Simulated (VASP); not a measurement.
# Al2Cu: relaxation of cell and atoms with PBEsol

The system is Al2Cu.

```
Al Cu
1.0
     4.10518    0.00000    0.00000
     0.00000    4.10518    0.00000
     0.00000    0.00000    2.89131
Al Cu
2 1
Cartesian
  2.0526 0.0000 1.4457
  0.0000 2.0526 1.4457
  0.0000 0.0000 0.0000
```

```json
{
 "Program": "VASP 6.6.1",
 "Task": "relaxation of cell and atoms",
 "Functional": "PBEsol",
 "Potentials or basis": "VASP PAW PBE potentials, release 64 (Al, Cu)",
 "Cutoff": "600 eV",
 "k mesh": "4 × 4 × 6",
 "Occupations": "gaussian, width 0.05 eV",
 "Spin": "no spin polarisation",
 "Dipole correction": "no",
 "Further INCAR settings": "ALGO = Normal; EDIFF = 1e-07; IBRION = 2; EDIFFG = -0.01; NSW = 60; ISIF = 3"
}
```

The relaxed volume is 15.88 Å³/atom and the relaxed cell is a = 4.047 Å, b = 4.047 Å, c = 2.909 Å, α = 90.00°, β = 90.00°, γ = 90.00°. The space group after relaxing (to 0.1 Å) is P4/mmm (No. 123) and the energy gained by relaxing is 4.9 meV/atom. The ionic steps are 6 and the pressure after relaxing is -0.1 GPa.

The path:
```tsv
step	energy change (eV)	largest force (eV/Å)	pressure (GPa)	volume (Å³)
1	0.0000	0.0000	-2.15	48.73
2	-0.0125	0.0000	0.94	47.20
3	-0.0129	0.0000	0.53	47.41
4	-0.0145	0.0000	0.15	47.54
5	-0.0145	0.0000	0.18	47.54
6	-0.0146	0.0000	-0.07	47.65
```

Final structure:
```xyz
3
Lattice="4.0470 0.0000 0.0000 0.0000 4.0470 0.0000 0.0000 0.0000 2.9093" Properties=species:S:1:pos:R:3 pbc="T T T"
Al    2.0235    0.0000    1.4546
Al    0.0000    2.0235    1.4546
Cu    0.0000    0.0000    0.0000
```

Levels at points of the mesh, in eV from the Fermi level:
```
           k point  band 6  band 7  band 8  band 9  band 10  band 11
(0.00, 0.00, 0.00)   -4.20   -2.35   -2.35    0.11     0.91     5.55
(0.50, 0.00, 0.00)   -4.24   -4.19   -0.99    1.65     1.85     2.14
(0.50, 0.50, 0.00)   -4.27   -4.23   -4.23   -2.50     8.58     8.58
(0.00, 0.00, 0.50)   -4.18   -3.18    2.48    2.48     2.69     2.73
(0.50, 0.00, 0.50)   -4.23   -3.17   -2.65   -1.83     3.63     4.02
(0.50, 0.50, 0.50)   -3.66   -2.31   -2.31   -1.09    -1.04    -0.12
```

It took 94 s on 1 thread of Intel Xeon 8259CL (shared host), peak memory 0.19 GiB.

Caveat: the k points lie up to 0.39 Å⁻¹ apart in the final cell; the highest band is partly filled, so the run has too few bands; the PAW data sets were made with another functional, which shifts forces and pressure a little.
